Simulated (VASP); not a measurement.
# Zr (P-1) in VASP: a series of runs

Runs on Zr. Level: LDA. Tasks: single point.

All numbers are computed with VASP 6.6.1; they aren't measurements. Logs are shortened: lines on timing, memory, paths and dates and some standing lists are left out, and cuts for length are marked.

## Step 1: The cell of the first run

The typed cell holds 2 atoms: a = 3.232 Å, b = 3.246 Å, c = 5.147 Å, α = 90.21°, β = 90.57°, γ = 120.43°.

## Step 2: Single point, LDA (equal xy, yz and zx shear strains of -1 %)

Contents of INCAR:

```
PREC     = Accurate       # precision mode
ENCUT    = 520            # plane-wave cutoff, eV
EDIFF    = 1E-6           # SCF threshold, eV
ISMEAR   = -1             # smearing method
SIGMA    = 0.03           # smearing width, eV
LREAL    = F              # projectors in reciprocal space
LASPH    = T              # aspherical terms in the spheres
NELM     = 100            # most SCF steps
ALGO     = Normal         # electronic algorithm
ISIF     = 2              # what is computed and relaxed
LWAVE    = F              # write WAVECAR
LCHARG   = F              # write CHGCAR
GGA      = CA             # functional
NBANDS   = 19             # bands
```

Contents of KPOINTS:

```
regular mesh
0
Gamma
  13 13 7
```

Contents of POSCAR:

```
Zr
1.0
    3.2319982225     -0.0161599911     -0.0161599911
   -1.6299940740      2.8070725612     -0.0059149673
   -0.0257350000     -0.0257350000      5.1470000000
Zr
2
Direct
    0.3333333333      0.6666666667      0.2500000000
    0.6666666667      0.3333333333      0.7500000000
```

Potentials or basis: VASP PAW LDA potentials, release 64 (Zr_sv).

Launch:

```sh
$ cat potpaw_LDA.64/Zr_sv/POTCAR > POTCAR
$ mpirun -np 1 vasp_std > vasp.out
```

OUTCAR:

```text
PREC = Accurate
   ENCUT = 520
   EDIFF = 1E-6
   ISMEAR = -1
   LREAL = F
   LASPH = T
   NELM = 100
   ISIF = 2
   GGA = CA

 ion  position               nearest neighbor table
   1  0.333  0.667  0.250-   2 3.15   2 3.16   2 3.18   2 3.19   2 3.19   2 3.19
   2  0.667  0.333  0.750-   1 3.15   1 3.16   1 3.18   1 3.19   1 3.19   1 3.19

  LATTYP: Found a triclinic cell.
 ALAT       =     3.2180891177
 B/A-ratio  =     1.0043472705
 C/A-ratio  =     1.5994363379
 COS(alpha) =     0.0099745013
 COS(beta)  =     0.0136846555
 COS(gamma) =     0.4934979113

  Lattice vectors:

 A1 = (   1.6020041485,   2.7909125701,  -0.0220749584)
 A2 = (   3.2319982225,  -0.0161599911,  -0.0161599911)
 A3 = (   0.0257350000,   0.0257350000,  -5.1470000000)

Analysis of symmetry for initial positions (statically):
=====================================================================
 Subroutine PRICEL returns:
 Original cell was already a primitive cell.

 Routine SETGRP: Setting up the symmetry group for a
 triclinic supercell.

 Subroutine GETGRP returns: Found  2 space group operations
 (whereof  2 operations were pure point group operations)
 out of a pool of  2 trial point group operations.

The static configuration has the point symmetry S_2 .

Analysis of symmetry for dynamics (positions and initial velocities):
=====================================================================
 Subroutine PRICEL returns:
 Original cell was already a primitive cell.

 Routine SETGRP: Setting up the symmetry group for a
 triclinic supercell.

 Subroutine GETGRP returns: Found  2 space group operations
 (whereof  2 operations were pure point group operations)
 out of a pool of  2 trial point group operations.

The dynamic configuration has the point symmetry S_2 .

 Subroutine INISYM returns: Found  2 space group operations
 (whereof  2 operations are pure point group operations),
 and found     1 'primitive' translations

----------------------------------------------------------------------------------------

                                     Primitive cell

  volume of cell :      46.5580

  direct lattice vectors                    reciprocal lattice vectors
     3.231998223 -0.016159991 -0.016159991     0.310319372  0.180199561  0.002452595
    -1.629994074  2.807072561 -0.005914967     0.001795424  0.357289357  0.001795424
    -0.025735000 -0.025735000  5.147000000     0.000976370  0.000976370  0.194297698

  length of vectors
     3.232079021  3.246008631  5.147128673     0.358853744  0.357298379  0.194302605

  position of ions in fractional coordinates (direct lattice)
     0.333333333  0.666666667  0.250000000
     0.666666667  0.333333333  0.750000000

  ion indices of the primitive-cell ions
   primitive index   ion index
                 1           1
                 2           2

----------------------------------------------------------------------------------------

 KPOINTS: regular mesh

Automatic generation of k-mesh.
 Grid dimensions read from file:
 generate k-points for:   13   13    7

 Generating k-lattice:

  Cartesian coordinates                     Fractional coordinates (reciprocal lattice)
     0.023870721  0.013861505  0.000188661     0.076923077  0.000000000  0.000000000
     0.000138110  0.027483797  0.000138110    -0.000000000  0.076923077  0.000000000
     0.000139481  0.000139481  0.027756814    -0.000000000 -0.000000000  0.142857143

  Length of vectors
     0.027604134  0.027484491  0.027757515

  Shift w.r.t. Gamma in fractional coordinates (k-lattice)
     0.000000000  0.000000000  0.000000000

 Subroutine IBZKPT returns following result:
 ===========================================

 Found    592 irreducible k-points:

 Following reciprocal coordinates:
            Coordinates               Weight
  0.000000  0.000000  0.000000      1.000000
  0.076923  0.000000  0.000000      2.000000
  0.153846  0.000000  0.000000      2.000000
  0.230769  0.000000  0.000000      2.000000
  0.307692  0.000000  0.000000      2.000000
  0.384615  0.000000  0.000000      2.000000
[... 16 lines left out ...]
  0.153846  0.153846 -0.000000      2.000000
  0.230769  0.153846  0.000000      2.000000
 [... further k-points ...]
   k-points           NKPTS =    592   k-points in BZ     NKDIM =    592   number of bands    NBANDS=     19
   number of dos      NEDOS =    301   number of ions     NIONS =      2
   total plane-waves  NPLWV =  23040
   dimension x,y,z NGX =    24 NGY =   24 NGZ =   40
   dimension x,y,z NGXF=    48 NGYF=   48 NGZF=   80
   ions per type =               2
   NGX,Y,Z   is equivalent  to a cutoff of  12.34, 12.29, 12.92 a.u.
   NGXF,Y,Z  is equivalent  to a cutoff of  24.69, 24.58, 25.84 a.u.
 SYSTEM =  unknown system
   PREC   = accura    normal or accurate (medium, high low for compatibility)
   ISTART =      0    job   : 0-new  1-cont  2-samecut
   ICHARG =      2    charge: 1-file 2-atom 10-const
   ISPIN  =      1    spin polarized calculation?
   LNONCOLLINEAR =      F non collinear calculations
   LSORBIT =      F    spin-orbit coupling
   LASPH  =      T    aspherical Exc in radial PAW
   ENCUT  =  520.0 eV  38.22 Ry    6.18 a.u.   6.01  6.04  9.57*2*pi/ulx,y,z
   NELM   =    100;   NELMIN=  2; NELMDL= -5     # of ELM steps
   EDIFF  = 0.1E-05   stopping-criterion for ELM
   LREAL  =      F    real-space projection
   EDIFFG = 0.1E-04   stopping-criterion for IOM
   NSW    =      0    number of steps for IOM
   IBRION =     -1    ionic relax: 0-MD 1-quasi-New 2-CG
   NFREE  =      0    steps in history (QN), initial steepest desc. (CG)
   ISIF   =      2    stress and relaxation
   ISYM   =      2    0-nonsym 1-usesym 2-fastsym
   POTIM  = 0.5000    time-step for ionic-motion
   TEBEG  =    0.0;   TEEND  =   0.0 temperature during run
   PSTRESS=    0.0 pullay stress
   NELECT =      24.0000    total number of electrons
   NUPDOWN=      -1.0000    fix difference up-down
   EMIN   =  10.00;   EMAX   =-10.00  energy-range for DOS
   EFERMI =   0.00;   METHOD = LEGACY
   ISMEAR =    -1;   SIGMA  =   0.03  broadening in eV -4-tet -1-fermi 0-gaus
   EFERMI_NEDOS =   21; number of points for ismear=-14 and -15
   IALGO  =     38    algorithm
   IMIX   =      4    mixing-type and parameters
     AMIX     =   0.40;   BMIX     =  1.00
     AMIX_MAG =   1.60;   BMIX_MAG =  1.00
  volume/ion in A,a.u.               =      23.28       157.09
  Fermi-wavevector in a.u.,A,eV,Ry     =   1.312645  2.480538 23.443323  1.723036
  Thomas-Fermi vector in A             =   2.443022
   LORBIT       =      0    0 simple, 1 ext, 2 COOP (PROOUT), +10 PAW based schemes
   GGA     = CA    functional components
   LHFCALC =     F    Hartree Fock is set to
   AEXX    =    0.0000 exact exchange contribution
   IVDW    =     0    specifies the selected vdW correction
   LEPSILON=     F    determine dielectric tensor
   LRPA    =     F    only Hartree local field effects (RPA)
 non-spin polarized calculation
  energy-cutoff  :      520.00
  volume of cell :       46.56
 maximum number of plane-waves:      1277
   NGX = 13   NGY = 13   NGZ = 19

 number of electron      24.0000000 magnetization

 Free energy of the ion-electron system (eV)
  ---------------------------------------------------
  ext. energy  EPLUGINS =         0.00000000
  ---------------------------------------------------
  free energy    TOTEN  =       -18.52655743 eV

  energy without entropy =      -18.51934869  energy(sigma->0) =      -18.52295306

 E-fermi :   8.8100     XC(G=0): -11.2952

 val. band max:        8.8097537611   @ k =   0.1538  -0.3846   0.4286
 cond. band min:       8.8103466005   @ k =   0.4615   0.1538   0.2857
 fundamental gap:      0.0005928395
 Fermi energy:         8.8100003388

 k-point     1 :       0.0000    0.0000    0.0000
  band No.  band energies     occupation
      1     -39.7668      2.00000
      2     -39.6077      2.00000
      3     -18.4461      2.00000
      4     -17.5655      2.00000
      5     -17.5532      2.00000
      6     -17.4216      2.00000
[... 11 lines left out ...]
     18      10.9097      0.00000
     19      13.1734      0.00000

 k-point     2 :       0.0769    0.0000    0.0000
  band No.  band energies     occupation
      1     -39.7597      2.00000
      2     -39.6048      2.00000
      3     -18.4275      2.00000
      4     -17.5958      2.00000
      5     -17.5781      2.00000
      6     -17.4540      2.00000
[... 11 lines left out ...]
     18      10.7400      0.00000
     19      13.2840      0.00000

 k-point     3 :       0.1538    0.0000    0.0000
  band No.  band energies     occupation
      1     -39.7398      2.00000
      2     -39.5969      2.00000
      3     -18.3736      2.00000
      4     -17.7100      2.00000
      5     -17.6158      2.00000
      6     -17.5693      2.00000
[... 11 lines left out ...]
     18      10.8260      0.00000
     19      13.5197      0.00000

 k-point     4 :       0.2308    0.0000    0.0000
  band No.  band energies     occupation
      1     -39.7106      2.00000
      2     -39.5867      2.00000
      3     -18.2909      2.00000
      4     -17.8713      2.00000
      5     -17.7266      2.00000
      6     -17.6661      2.00000
[... 11 lines left out ...]
     18      11.5007      0.00000
     19      13.7477      0.00000

 k-point     5 :       0.3077    0.0000    0.0000
  band No.  band energies     occupation
      1     -39.6775      2.00000
      2     -39.5778      2.00000
      3     -18.1899      2.00000
      4     -18.0415      2.00000
      5     -17.8864      2.00000
      6     -17.7173      2.00000
[... 11 lines left out ...]
     18      12.3479      0.00000
     19      13.9106      0.00000

 k-point     6 :       0.3846    0.0000    0.0000
  band No.  band energies     occupation
      1     -39.6469      2.00000
      2     -39.5733      2.00000
      3     -18.1824      2.00000
      4     -18.0858      2.00000
      5     -18.0138      2.00000
      6     -17.7585      2.00000
[... 11 lines left out ...]
     18      13.2380      0.00000
     19      14.0050      0.00000

 k-point     7 :       0.4615    0.0000    0.0000
  band No.  band energies     occupation
      1     -39.6268      2.00000
      2     -39.5736      2.00000
      3     -18.2607      2.00000
      4     -18.0850      2.00000
      5     -18.0087      2.00000
      6     -17.7812      2.00000
[... 11 lines left out ...]
     18      14.0479      0.00000
     19      14.3734      0.00000

 k-point     8 :       0.0000    0.0769    0.0000
  band No.  band energies     occupation
      1     -39.7598      2.00000
      2     -39.6049      2.00000
      3     -18.4277      2.00000
      4     -17.6008      2.00000
      5     -17.5721      2.00000
      6     -17.4583      2.00000
[... 256 lines left out ...]
 k-point    20 :      -0.0769    0.0769   -0.0000
  band No.  band energies     occupation
      1     -39.7600      2.00000
      2     -39.6050      2.00000
      3     -18.4280      2.00000
      4     -17.6051      2.00000
      5     -17.5667      2.00000
      6     -17.4623      2.00000
[... 11 lines left out ...]
     18      10.7711      0.00000
     19      13.3210      0.00000

 k-point    21 :       0.0000    0.1538    0.0000
  band No.  band energies     occupation
      1     -39.7403      2.00000
      2     -39.5972      2.00000
      3     -18.3746      2.00000
      4     -17.7130      2.00000
      5     -17.6090      2.00000
      6     -17.5721      2.00000
[... 11 lines left out ...]
     18      10.8826      0.00000
     19      13.5328      0.00000

 k-point    22 :       0.0769    0.1538    0.0000
  band No.  band energies     occupation
      1     -39.7220      2.00000
      2     -39.5905      2.00000
      3     -18.3234      2.00000
      4     -17.7983      2.00000
      5     -17.7136      2.00000
      6     -17.6051      2.00000
[... 11 lines left out ...]
     18      11.3719      0.00000
     19      13.6101      0.00000

 k-point    23 :       0.1538    0.1538   -0.0000
  band No.  band energies     occupation
      1     -39.6952      2.00000
      2     -39.5822      2.00000
      3     -18.2448      2.00000
      4     -17.8958      2.00000
      5     -17.8675      2.00000
      6     -17.6505      2.00000
[... 11 lines left out ...]
     18      12.2110      0.00000
     19      13.6621      0.00000

 k-point    24 :       0.2308    0.1538    0.0000
  band No.  band energies     occupation
      1     -39.6647      2.00000
      2     -39.5754      2.00000
      3     -18.1482      2.00000
      4     -18.0311      2.00000
      5     -17.9693      2.00000
      6     -17.7246      2.00000
[... 11 lines left out ...]
     18      13.2197      0.00000
     19      13.7088      0.00000

 [... further k-points ...]
[... 5 lines left out ...]
  --------------------------------------------------------------------------------------
  -------------------------------------------------------------------------------------
  Total       -1.8307833     -1.8263558     -1.6024365      0.1140359      0.0469928      0.0469521
  in kB      -63.0018336    -62.8494699    -55.1438482      3.9242617      1.6171390      1.6157398
  external PRESSURE =     -60.3317172 kB  Pullay stress =       0.0000000 kB

 VOLUME and BASIS-vectors are now :
 -----------------------------------------------------------------------------
  energy-cutoff  :      520.00
  volume of cell :       46.56
      direct lattice vectors                 reciprocal lattice vectors
     3.231998223 -0.016159991 -0.016159991     0.310319372  0.180199561  0.002452595
    -1.629994074  2.807072561 -0.005914967     0.001795424  0.357289357  0.001795424
    -0.025735000 -0.025735000  5.147000000     0.000976370  0.000976370  0.194297698

 POSITION                                       TOTAL-FORCE (eV/Angst)
 -----------------------------------------------------------------------------------
     -0.01576      1.85956      1.27742         0.018235      0.000533      0.001114
      1.59203      0.90562      3.84751        -0.018235     -0.000533     -0.001114
 -----------------------------------------------------------------------------------
    total drift:                               -0.000000      0.000000     -0.000000

  FREE ENERGIE OF THE ION-ELECTRON SYSTEM (eV)
  ---------------------------------------------------
  free  energy   TOTEN  =       -18.5265574337 eV

  energy  without entropy=      -18.5193486915  energy(sigma->0) =      -18.52295306
```

Wall time 4.8 min (1 thread of Intel Xeon Platinum 8488C (Sapphire Rapids), shared host); peak memory 0.48 GiB.

What came out:

```
Free energy            : -18.5266 eV
Pressure               : -6.0 GPa
Largest force          : 0.018 eV/Å
Band gap on the k mesh : zero (bands 12 and 13 overlap by 1.14 eV)
```

Forces on the atoms (eV/Å):
```
Zr   0.018  0.001  0.001
Zr  -0.018 -0.001 -0.001
```

Caveat: the cell differs from its parent crystal (equal xy, yz and zx shear strains of -1 %); the cell stands under tension.

## Step 3: Single point, LDA (equal xy, yz and zx shear strains of +1 %)

Contents of INCAR:

```
PREC     = Accurate       # precision mode
ENCUT    = 520            # plane-wave cutoff, eV
EDIFF    = 1E-6           # SCF threshold, eV
ISMEAR   = -1             # smearing method
SIGMA    = 0.03           # smearing width, eV
LREAL    = False          # projectors in reciprocal space
LASPH    = True           # aspherical terms in the spheres
NELM     = 100            # most SCF steps
ALGO     = Normal         # electronic algorithm
ISIF     = 2              # what is computed and relaxed
LWAVE    = False          # write WAVECAR
LCHARG   = False          # write CHGCAR
NBANDS   = 19             # bands
```

Contents of KPOINTS:

```
Automatic mesh
0
Gamma
  13 13 7
```

Contents of POSCAR:

```
Zr
1.0
    3.2319982225      0.0161599911      0.0161599911
   -1.6020041484      2.7909125700      0.0059149673
    0.0257350000      0.0257350000      5.1470000000
Zr
2
Direct
    0.3333333333      0.6666666667      0.2500000000
    0.6666666667      0.3333333333      0.7500000000
```

Potentials or basis: VASP PAW LDA potentials, release 64 (Zr_sv).

Launch:

```sh
$ cat potpaw_LDA.64/Zr_sv/POTCAR > POTCAR
$ mpirun -np 1 vasp_std > vasp.out
```

OUTCAR:

```text
PREC = Accurate
   ENCUT = 520
   EDIFF = 1E-6
   ISMEAR = -1
   LREAL = False
   LASPH = True
   NELM = 100
   ISIF = 2

 ion  position               nearest neighbor table
   1  0.333  0.667  0.250-   2 3.16   2 3.16   2 3.17   2 3.18   2 3.19   2 3.20
   2  0.667  0.333  0.750-   1 3.16   1 3.16   1 3.17   1 3.18   1 3.19   1 3.20

  LATTYP: Found a triclinic cell.
 ALAT       =     3.2460783029
 B/A-ratio  =     0.9913558883
 C/A-ratio  =     1.5856452596
 COS(alpha) =     0.0036852528
 COS(beta)  =     0.0136346634
 COS(gamma) =     0.5000188430

  Lattice vectors:

 A1 = (   1.6299940741,   2.8070725611,   0.0220749584)
 A2 = (  -1.6020041484,   2.7909125700,   0.0059149673)
 A3 = (   0.0257350000,   0.0257350000,   5.1470000000)

Analysis of symmetry for initial positions (statically):
=====================================================================
 Subroutine PRICEL returns:
 Original cell was already a primitive cell.

[... 162 lines left out ...]
  ext. energy  EPLUGINS =         0.00000000
  ---------------------------------------------------
  free energy    TOTEN  =       -18.52660975 eV

  energy without entropy =      -18.51937343  energy(sigma->0) =      -18.52299159

 E-fermi :   8.8105     XC(G=0): -11.2952

 val. band max:        8.8101772605   @ k =  -0.3846  -0.3077   0.2857
 cond. band min:       8.8106500482   @ k =   0.0769  -0.1538   0.1429
 fundamental gap:      0.0004727877
 Fermi energy:         8.8105454836

 k-point     1 :       0.0000    0.0000    0.0000
  band No.  band energies     occupation
      1     -39.7668      2.00000
      2     -39.6078      2.00000
      3     -18.4462      2.00000
      4     -17.5652      2.00000
      5     -17.5535      2.00000
      6     -17.4261      2.00000
[... 505 lines left out ...]
      6     -17.7215      2.00000
[... 11 lines left out ...]
     18      13.1923      0.00000
     19      13.7177      0.00000

 [... further k-points ...]

------------------------ aborting loop because EDIFF is reached ----------------------------------------

  FORCE on cell =-STRESS in cart. coord.  units (eV):
  Direction    XX          YY          ZZ          XY          YZ          ZX
  --------------------------------------------------------------------------------------
  -------------------------------------------------------------------------------------
  Total       -1.8296141     -1.8255688     -1.6026687     -0.1092590     -0.0423135     -0.0423517
  in kB      -62.9615646    -62.8223580    -55.1518107     -3.7598743     -1.4561114     -1.4574278
  external PRESSURE =     -60.3119111 kB  Pullay stress =       0.0000000 kB

 VOLUME and BASIS-vectors are now :
 -----------------------------------------------------------------------------
  energy-cutoff  :      520.00
  volume of cell :       46.56
      direct lattice vectors                 reciprocal lattice vectors
     3.231998223  0.016159991  0.016159991     0.308532726  0.177105179 -0.002428190
    -1.602004148  2.790912570  0.005914967    -0.001777558  0.357289178 -0.001777558
     0.025735000  0.025735000  5.147000000    -0.000966655 -0.000966655  0.194297601

 POSITION                                       TOTAL-FORCE (eV/Angst)
 -----------------------------------------------------------------------------------
      0.01576      1.87243      1.29608        -0.015896      0.000534      0.000567
      1.63997      0.96038      3.87299         0.015896     -0.000534     -0.000567
 -----------------------------------------------------------------------------------
    total drift:                               -0.000000      0.000000     -0.000000

  FREE ENERGIE OF THE ION-ELECTRON SYSTEM (eV)
  ---------------------------------------------------
  free  energy   TOTEN  =       -18.5266097483 eV

  energy  without entropy=      -18.5193734260  energy(sigma->0) =      -18.52299159
```

Wall time 5.3 min (1 thread of Intel Xeon Platinum 8488C (Sapphire Rapids), shared host); peak memory 0.48 GiB.

What came out:

```yaml
Free_energy: -18.5266 eV
Pressure: -6.0 GPa
Largest_force: 0.016 eV/Å
Band_gap_on_the_k_mesh: zero (bands 12 and 13 overlap by 1.15 eV)
```

Forces on the atoms (eV/Å):
```
Zr  -0.016  0.001  0.001
Zr   0.016 -0.001 -0.001
```

Caveat: the cell differs from its parent crystal (equal xy, yz and zx shear strains of +1 %); the cell stands under tension.
